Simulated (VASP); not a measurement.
# Zr12H (a cell with a defect) in VASP: further runs, part 2 of 2

VASP 6.6.1. Earlier steps stand in the parts before.

### Step 4. Single point, PBE

Contents of INCAR:

```
ALGO     = Normal         # electronic algorithm
EDIFF    = 1E-7           # SCF threshold, eV
ENCUT    = 520            # plane-wave cutoff, eV
GGA      = PE             # functional
ISIF     = 2              # what is computed and relaxed
ISMEAR   = -1             # smearing method
LASPH    = T              # aspherical terms in the spheres
LCHARG   = F              # write CHGCAR
LREAL    = F              # projectors in reciprocal space
LWAVE    = F              # write WAVECAR
NBANDS   = 84             # bands
NELM     = 100            # most SCF steps
PREC     = Accurate       # precision mode
SIGMA    = 0.1            # smearing width, eV
```

Contents of KPOINTS:

```
k-points
0
Gamma
  3 2 3
```

Contents of POSCAR:

```
Zr12H
1.0
    6.4600000000      0.0000000000      0.0000000000
   -4.8450000000      8.3917860000      0.0000000000
    0.0000000000      0.0000000000      5.1453900000
Zr H
12 1
Direct
   -0.0008354684     -0.0088538959      0.0790221927
    0.2313750749      0.3181801824      0.5433990426
   -0.0275869102      0.3358283922      0.0201928328
    0.2089016217      0.5977511819      0.5110788492
    0.0405727376      0.6479669524     -0.0086096486
    0.1254550546      0.8704106611      0.5461976643
    0.4864537328     -0.0024786142      0.0364598213
    0.6421844741      0.2135421470      0.5476747146
    0.4579439540      0.2817993690      0.0822872513
    0.7208367286      0.5808060406      0.4664369465
    0.4680536088      0.5984780832      0.0652234330
    0.6145405756      0.8811830998      0.5125947693
    0.7531875054      0.7946937636      0.2305558957
```

Potentials or basis: VASP PAW PBE potentials, release 64 (Zr_sv, H).

Launch:

```bash
> cat potpaw_PBE.64/Zr_sv/POTCAR potpaw_PBE.64/H/POTCAR > POTCAR
> mpirun -np 1 vasp_std > vasp.out
```

OUTCAR:

```text
EDIFF = 1E-7
   ENCUT = 520
   GGA = PE
   ISIF = 2
   ISMEAR = -1
   LASPH = T
   LREAL = F
   NELM = 100
   PREC = Accurate

 ion  position               nearest neighbor table
   1  0.999  0.991  0.079-  13 1.93   9 2.89   6 2.96  12 3.10   7 3.13   6 3.24   7 3.35   3 3.44
                             5 3.50  12 3.63  11 3.63   2 3.64   2 3.89
   2  0.231  0.318  0.543-   4 2.79   9 2.90  10 2.93   3 3.02   3 3.22   9 3.24   8 3.28  11 3.41
                             8 3.41  11 3.57   1 3.64   1 3.89
   3  0.972  0.336  0.020-   5 2.83  11 2.94   2 3.02   8 3.06   9 3.11   7 3.21   2 3.22   8 3.29
                             4 3.36   4 3.43   1 3.44   9 3.44
   4  0.209  0.598  0.511-  12 2.69   2 2.79  11 2.84   5 2.84   6 2.95   5 3.02  10 3.08  11 3.30
                             3 3.36  10 3.40   3 3.43   8 3.70
   5  0.041  0.648  0.991-   3 2.83   4 2.84   6 3.00   4 3.02  10 3.05  11 3.05   7 3.17  10 3.26
                             6 3.45   1 3.50  11 3.50   9 3.69
   6  0.125  0.870  0.546-  10 2.75   4 2.95   1 2.96   5 3.00  12 3.11   7 3.23   1 3.24   7 3.31
                             8 3.33  12 3.36   5 3.45
   7  0.486  0.998  0.036-   9 2.86  12 2.98   8 3.10   1 3.13   5 3.17  12 3.19   8 3.19   3 3.21
                             6 3.23   6 3.31   1 3.35  11 3.81
   8  0.642  0.214  0.548-   9 2.89   3 3.06   7 3.10  12 3.14   7 3.19   9 3.20   2 3.28   3 3.29
                             6 3.33  10 3.36   2 3.41   4 3.70
   9  0.458  0.282  0.082-   7 2.86   1 2.89   8 2.89   2 2.90  11 3.04   3 3.11   8 3.20  10 3.20
                             2 3.24   3 3.44   5 3.69
  10  0.721  0.581  0.466-  13 2.32  11 2.69   6 2.75   2 2.93   5 3.05   4 3.08   9 3.20   5 3.26
                            12 3.32   8 3.36   4 3.40  11 3.53
  11  0.468  0.598  0.065-  13 2.06  10 2.69   4 2.84   3 2.94   9 3.04   5 3.05   4 3.30  12 3.33
                             2 3.41   5 3.50  10 3.53   2 3.57   1 3.63  12 3.73   7 3.81
  12  0.615  0.881  0.513-  13 2.09   4 2.69   7 2.98   1 3.10   6 3.11   8 3.14   7 3.19  10 3.32
                            11 3.33   6 3.36   1 3.63  11 3.73
  13  0.753  0.795  0.231-   1 1.93  11 2.06  12 2.09  10 2.32

  LATTYP: Found a simple monoclinic cell.
 ALAT       =     6.4600000000
 B/A-ratio  =     0.7965000000
 C/A-ratio  =     1.3228756308
[... 198 lines left out ...]

 Free energy of the ion-electron system (eV)
  ---------------------------------------------------
  ext. energy  EPLUGINS =         0.00000000
  ---------------------------------------------------
  free energy    TOTEN  =      -102.61966418 eV

  energy without entropy =     -102.06206578  energy(sigma->0) =     -102.34086498

 E-fermi :   8.8372     XC(G=0): -11.0630

 val. band max:        8.8294458557   @ k =   0.3333   0.0000   0.3333
 cond. band min:       8.8459161324   @ k =   0.3333   0.5000   0.3333
 fundamental gap:      0.0164702767
 Fermi energy:         8.8371552761

 k-point     1 :       0.0000    0.0000    0.0000
  band No.  band energies     occupation
      1     -39.9336      2.00000
      2     -39.8528      2.00000
      3     -39.7675      2.00000
      4     -39.7176      2.00000
      5     -39.6548      2.00000
      6     -39.6489      2.00000
[... 859 lines left out ...]
     83       9.9332      0.00003
     84      10.0962      0.00001

------------------------ aborting loop because EDIFF is reached ----------------------------------------

  FORCE on cell =-STRESS in cart. coord.  units (eV):
  Direction    XX          YY          ZZ          XY          YZ          ZX
  --------------------------------------------------------------------------------------
  -------------------------------------------------------------------------------------
  Total       11.2199478      5.3892175      8.7249660     -0.6825927     -1.1798602      0.1147813
  in kB       64.4460348     30.9550193     50.1151587     -3.9207306     -6.7769757      0.6592902
  external PRESSURE =      48.5054043 kB  Pullay stress =       0.0000000 kB

 VOLUME and BASIS-vectors are now :
 -----------------------------------------------------------------------------
  energy-cutoff  :      520.00
  volume of cell :      278.94
      direct lattice vectors                 reciprocal lattice vectors
     6.460000000  0.000000000  0.000000000     0.154798762  0.089373108  0.000000000
    -4.845000000  8.391786000  0.000000000     0.000000000  0.119164145  0.000000000
     0.000000000  0.000000000  5.145390000     0.000000000  0.000000000  0.194348728

 POSITION                                       TOTAL-FORCE (eV/Angst)
 -----------------------------------------------------------------------------------
      1.65250      8.31749      0.40660        -0.741671      0.153401     -0.646424
     -0.04690      2.67010      2.79600        -0.071597     -1.847840      0.099238
      4.65470      2.81820      0.10390         0.303457     -1.222591      0.643389
     -1.54660      5.01620      2.62970        -0.732162     -1.369484      0.448552
     -2.87730      5.43760      5.10109        -1.055788      0.918314      0.645586
     -3.40670      7.30430      2.81040         0.454867      2.169629     -0.044084
     -1.69050      8.37099      0.18760         0.462134     -1.141104     -0.201973
      3.11390      1.79200      2.81800         0.002159      0.255847     -0.061431
      1.59300      2.36480      0.42340         0.018691      1.342957     -0.726957
      1.84260      4.87400      2.40000         0.184262     -0.666616      1.168818
      0.12400      5.02230      0.33560         0.254599      0.979537     -2.320074
     -0.29940      7.39470      2.63750         0.850663      1.051530      0.365008
      1.01530      6.66890      1.18630         0.070385     -0.623581      0.630352
 -----------------------------------------------------------------------------------
    total drift:                               -0.000018     -0.000032     -0.000024

  FREE ENERGIE OF THE ION-ELECTRON SYSTEM (eV)
  ---------------------------------------------------
  free  energy   TOTEN  =      -102.6196641842 eV

  energy  without entropy=     -102.0620657803  energy(sigma->0) =     -102.34086498
```

OSZICAR:

```text
N       E                     dE             d eps       ncg     rms          rms(c)
DAV:   1     0.168117544732E+04    0.16812E+04   -0.75984E+04  1680   0.172E+03
DAV:   2     0.553501126428E+02   -0.16258E+04   -0.15913E+04  1888   0.532E+02
DAV:   3    -0.882054143876E+02   -0.14356E+03   -0.13832E+03  2688   0.112E+02
[... 14 lines left out ...]
DAV:  18    -0.102619663834E+03    0.85873E-06   -0.56848E-06  2392   0.106E-02    0.387E-03
DAV:  19    -0.102619664501E+03   -0.66672E-06   -0.11444E-06  1992   0.427E-03    0.198E-03
DAV:  20    -0.102619664363E+03    0.13783E-06   -0.45518E-07  1520   0.300E-03    0.717E-04
DAV:  21    -0.102619664195E+03    0.16732E-06   -0.13963E-07  1136   0.131E-03    0.355E-04
DAV:  22    -0.102619664184E+03    0.11274E-07   -0.88883E-08   984   0.602E-04
   1 F= -.10261966E+03 E0= -.10234086E+03  d E =-.557598E+00
```

Run time: 5.1 min. Hardware: 1 thread of Intel Xeon Platinum 8488C (Sapphire Rapids), shared host; peak memory 0.42 GiB.

What came out:

* Free energy: -102.6197 eV
* Pressure: 4.9 GPa
* Largest force: 2.531 eV/Å
* Band gap on the k mesh: zero (an odd number of electrons rules out a gap without spin polarisation)

Forces in eV/Å, atoms in the order of the input:
```
Zr  -0.742  0.153 -0.646
Zr  -0.072 -1.848  0.099
Zr   0.303 -1.223  0.643
Zr  -0.732 -1.369  0.449
Zr  -1.056  0.918  0.646
Zr   0.455  2.170 -0.044
Zr   0.462 -1.141 -0.202
Zr   0.002  0.256 -0.061
Zr   0.019  1.343 -0.727
Zr   0.184 -0.667  1.169
Zr   0.255  0.980 -2.320
Zr   0.851  1.052  0.365
H    0.070 -0.624  0.630
```

Stress tensor (GPa, compression positive):
```
 6.44 -0.39  0.07
-0.39  3.10 -0.68
 0.07 -0.68  5.01
```

Levels at points of the mesh, in eV from the Fermi level:
```
           k point  band 68  band 69  band 70  band 71  band 72  band 73  band 74  band 75  band 76  band 77
(0.00, 0.00, 0.00)    -0.62    -0.33    -0.27    -0.20     0.16     0.19     0.30     0.34     0.48     0.60
(0.00, 0.50, 0.00)    -0.44    -0.39    -0.29    -0.16    -0.06     0.17     0.30     0.46     0.47     0.56
```

Caveat: the k points lie up to 0.41 Å⁻¹ apart, too coarse for converged energies and pressures of a metal; the atoms stand as in a frame of molecular dynamics.

### Step 5. The runs side by side

| cell | gap on the mesh (eV) | pressure (GPa) | largest force (eV/Å) |
| --- | --- | --- | --- |
| as given, atomic positions A | none | 3.1 | 2.27 |
| as given, atomic positions B | none | 4.9 | 2.95 |
| as given, atomic positions C | none | 4.9 | 2.53 |

Alike in all rows: task single point; level PBE; potentials or basis VASP PAW PBE potentials, release 64 (Zr_sv, H); no spin polarisation; k mesh 3 × 2 × 3; cutoff (eV) 520; smearing fermi-dirac 0.1 eV.

Caveats: all runs use coarse meshes; the atoms stand as in a frame of molecular dynamics.

Total energies depend on the potentials used, so only differences within one code and one set of settings carry meaning.
